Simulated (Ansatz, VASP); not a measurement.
## TiC: VASP beside Ansatz

The input INCAR:

```
PREC = Accurate
ENCUT = 600
EDIFF = 1E-6
ISMEAR = -1
SIGMA = 0.08
LREAL = F
LASPH = T
NELM = 100
ALGO = Normal
ISIF = 3
LWAVE = F
LCHARG = F
IBRION = 2
NSW = 60
EDIFFG = -0.005
```

KPOINTS

```
regular mesh
0
Gamma
  17 17 17
```

Contents of POSCAR:

```
TiC
1.0
    0.0000000000      2.1544346900      2.1544346900
    2.1544346900      0.0000000000      2.1544346900
    2.1544346900      2.1544346900      0.0000000000
Ti C
1 1
Direct
    0.0000000000      0.0000000000      0.0000000000
    0.5000000000      0.5000000000      0.5000000000
```

Input for Ansatz:

```yaml
crystal:
  lattice:
    - [0.0, 2.15443469, 2.15443469]
    - [2.15443469, 0.0, 2.15443469]
    - [2.15443469, 2.15443469, 0.0]
  atoms:
    - { symbol: Ti, position: [0.0, 0.0, 0.0] }
    - { symbol: C, position: [0.5, 0.5, 0.5] }
kpoints:
  mp_grid: { grid: [17, 17, 17] }
scf:
  occupations: { method: fermi_dirac, width: 0.08 }
hamiltonian:
  xc: lda
  pseudopotentials: { kind: paw }
output:
  forces: true
  stress: true
  write_density: true
  write_potential: true
  elf: true
  volumetric_format: npy
relax:
  f_tol: 0.005
  max_steps: 40
  cell: {}
```

Alike in both runs: task relaxation of cell and atoms; functional LDA; k mesh 17 × 17 × 17; occupations fermi-dirac, width 0.08 eV; no spin polarisation.

```csv
,VASP,Ansatz
version,VASP 6.6.1,Ansatz 0.2.0
potentials or method,"VASP PAW LDA potentials, release 64 (Ti_sv, C)","PAW with Ansatz's default frozen-core files, scalar-relativistic"
plane-wave cutoff (eV),600,420
valence electrons in the cell,16,16
```

VASP gave:

- relaxed volume (Å³/atom): 9.69
- relaxed length of the cell vector where the two differ most in proportion (Å): 3.015

Problem. Which values does Ansatz return?

Solution. Relaxed volume (Å³/atom): 9.67; relaxed length of the cell vector where the two differ most in proportion (Å): 3.013.

LDA's correlation is that of Perdew and Zunger in VASP and of Perdew and Wang (1992) in Ansatz.
